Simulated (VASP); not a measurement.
A run of VASP 6.6.1 is set up as follows.

Contents of POSCAR:

```
MgO
1.0
    0.0000000000      2.0910889566      2.0910889566
    2.0910889566      0.0000000000      2.0910889566
    2.0910889566      2.0910889566      0.0000000000
Mg O
1 1
Direct
    0.0000000000      0.0000000000      0.0000000000
    0.5000000000      0.5000000000      0.5000000000
```

The input INCAR.step1:

```
ALGO = Normal
EDIFF = 1E-4
ENCUT = 520
GGA = PE
ISMEAR = -1
LASPH = T
LCHARG = F
LREAL = F
LWAVE = T
NBANDS = 11
NELM = 60
PREC = Accurate
SIGMA = 0.1
```

Contents of INCAR.step2:

```
ALGO = Normal
EDIFF = 1E-7
ENCUT = 520
ISIF = 2
ISMEAR = -1
ISTART = 1
LASPH = T
LCHARG = F
LMIXTAU = T
LREAL = F
LWAVE = F
METAGGA = R2SCAN
NBANDS = 11
NELM = 60
PREC = Accurate
SIGMA = 0.1
```

The input KPOINTS:

```
k-points
0
Gamma
  14 14 14
```

Potentials or basis: VASP PAW PBE potentials, release 64 (Mg, O).

Launch:

```console
$ cat potpaw_PBE.64/Mg/POTCAR potpaw_PBE.64/O/POTCAR > POTCAR
$ cp INCAR.step1 INCAR
$ mpirun -np 1 vasp_std > vasp.out
$ cp INCAR.step2 INCAR
$ mpirun -np 1 vasp_std > vasp.out
```

Question: What does it give for the pressure?

Answer: 1.6 GPa.

Question: Predict the band gap on the k mesh.

Answer: 5.82 eV.

Caveat: the PAW data sets were made with another functional, which shifts forces and pressure a little. A k mesh can miss the band edges.
